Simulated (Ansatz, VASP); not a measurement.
# Two plane-wave programs on LiTlSe2

```
CELL_PARAMETERS angstrom
4.26392 0.00000 0.00000
0.00000 4.26392 0.00000
0.00000 0.00000 5.98025
ATOMIC_POSITIONS crystal
Li 0.00000 0.00000 0.00000
Se 0.00000 0.50000 0.22921
Se 0.50000 0.00000 0.77079
Tl 0.50000 0.50000 0.50000
```

Alike in both runs: task single point; functional PBE; k mesh 4 × 4 × 4; no spin polarisation.

|  | VASP | Ansatz |
| --- | --- | --- |
| version | VASP 6.6.1 | Ansatz 0.2.0 |
| potentials or method | VASP PAW PBE potentials, release 64 (Li_sv, Se, Tl_d) | plane waves |
| plane-wave cutoff (eV) | 750 | 420 |
| occupations | methfessel-paxton of order 1, width 0.001 eV | cold, width 0.001 eV |
| valence electrons in the cell | 28 | 48 |

|  | VASP | Ansatz | Ansatz less VASP |
| --- | --- | --- | --- |
| gap on the k mesh at the Fermi level (eV) | 0.43 | 0.43 | +0.008 |
| pressure (GPa) | 1.4 | 1.4 | -0.02 |
| rms of the force components (eV/Å) | 0.085 | 0.083 | -0.0026 |

VASP's potentials hold 28 valence electrons a cell and Ansatz's 48, so a difference there can come from the potentials and not from the codes.

Spin-orbit coupling is off throughout.
